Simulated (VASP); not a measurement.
Input of a VASP 6.6.1 run:

File INCAR:

```
SYSTEM = Sr3Ti4NbO12
PREC = Accurate ; ENCUT = 520
EDIFF = 1E-7 ; ISMEAR = -1
SIGMA = 0.05 ; LREAL = Auto
LASPH = .True. ; NELM = 120
ALGO = Normal ; ISIF = 2
LWAVE = .False. ; LCHARG = .False.
GGA = PS ; IBRION = 2
NSW = 100 ; EDIFFG = -0.03
ISYM = -1 ; GGA_COMPAT = .False.
NELMIN = 4
```

The input KPOINTS:

```
explicit points
1
Reciprocal
  0.25000000   0.25000000   0.25000000 1
```

Contents of POSCAR:

```
Sr3Ti4NbO12
1.0
    7.7828210000      0.0000000000      0.0000000000
    0.0000000000      7.7828210000      0.0000000000
    0.0000000000      0.0000000000      7.7828210000
Nb Sr Ti O
2 6 8 24
Direct
    0.0003210000      0.9963900000      0.9984600000
    0.4964630000      0.4975720000      0.5027500000
    0.9956640000      0.0046840000      0.5015160000
    0.9988310000      0.4987370000      0.9998790000
    0.0022770000      0.5025690000      0.5027450000
    0.4929770000      0.0004070000      0.9984650000
    0.5002050000      0.9980750000      0.5024660000
    0.4981080000      0.4960330000      0.0017130000
    0.2509750000      0.2464880000      0.2502500000
    0.2583210000      0.2459070000      0.7490930000
    0.2533780000      0.7482420000      0.2483920000
    0.2497350000      0.7510880000      0.7517430000
    0.7520130000      0.2496340000      0.2484540000
    0.7537200000      0.2508330000      0.7492700000
    0.7436920000      0.7490910000      0.2467590000
    0.7546790000      0.7477240000      0.7451240000
    0.2515160000      0.2469480000      0.0030950000
    0.2507020000      0.2553060000      0.5029290000
    0.2496950000      0.7536490000      0.0028090000
    0.2515960000      0.7511550000      0.5017120000
    0.7492010000      0.2495630000      0.0030890000
    0.7535200000      0.2486590000      0.4956630000
    0.7461360000      0.7499290000      0.0038170000
    0.7511680000      0.7520130000      0.4991040000
    0.0005880000      0.2500640000      0.2506600000
    0.9954240000      0.2525960000      0.7511020000
    0.9987930000      0.7528640000      0.2504240000
    0.0029420000      0.7460300000      0.7524840000
    0.5011450000      0.2458020000      0.2452070000
    0.4984190000      0.2524600000      0.7529750000
    0.4978050000      0.7514440000      0.2449720000
    0.4993250000      0.7505960000      0.7482700000
    0.2468260000      0.0009540000      0.2533570000
    0.2487410000      0.9983520000      0.7460360000
    0.2498120000      0.4999820000      0.2544010000
    0.2459900000      0.4970450000      0.7481660000
    0.7506390000      0.9955740000      0.2532580000
    0.7501670000      0.9967150000      0.7447220000
    0.7528150000      0.5049950000      0.2507860000
    0.7491790000      0.5009810000      0.7494660000
```

Potentials or basis: VASP PAW PBE potentials, release 64 (Nb_sv, Sr_sv, Ti_sv, O).

The run is started by

```console
$ cat potpaw_PBE.64/Nb_sv/POTCAR potpaw_PBE.64/Sr_sv/POTCAR potpaw_PBE.64/Ti_sv/POTCAR potpaw_PBE.64/O/POTCAR > POTCAR
$ mpirun -np 1 vasp_std > vasp.out
```

Question: What does it give for the energy gained by relaxing?

Answer: 180.3 meV/atom.

Forces in eV/Å, atoms in the order of the input:
```
Nb   0.007  0.004 -0.003
Nb   0.008 -0.001  0.018
Sr   0.007  0.011 -0.001
Sr   0.000  0.002  0.002
Sr  -0.011  0.001  0.004
Sr  -0.002  0.002  0.000
Sr   0.005  0.006  0.009
Sr  -0.007 -0.008  0.004
Ti  -0.002 -0.015 -0.012
Ti   0.015 -0.004 -0.007
Ti   0.005  0.012 -0.002
Ti   0.021  0.001  0.011
Ti  -0.002  0.001  0.012
Ti  -0.005  0.005 -0.021
Ti  -0.004  0.004  0.013
Ti   0.000  0.003 -0.009
O   -0.005 -0.010  0.011
O   -0.008 -0.003 -0.004
O   -0.016 -0.012 -0.007
O   -0.008 -0.023 -0.010
O    0.009  0.013  0.000
O    0.012  0.006 -0.010
O    0.000  0.005  0.001
O    0.001  0.004 -0.005
O   -0.008  0.003  0.003
O    0.000  0.002  0.005
O    0.001 -0.003 -0.004
O    0.002  0.005  0.002
O    0.005  0.005 -0.012
O    0.001 -0.008 -0.004
O   -0.004 -0.013 -0.009
O   -0.011 -0.004  0.011
O   -0.008 -0.001  0.003
O    0.001 -0.010 -0.003
O   -0.022  0.001 -0.014
O    0.015  0.001 -0.001
O   -0.003  0.008  0.004
O   -0.006  0.011  0.009
O    0.008 -0.005  0.008
O    0.009  0.006  0.005
```

Caveat: the PAW data sets were made with another functional, which shifts forces and pressure a little.
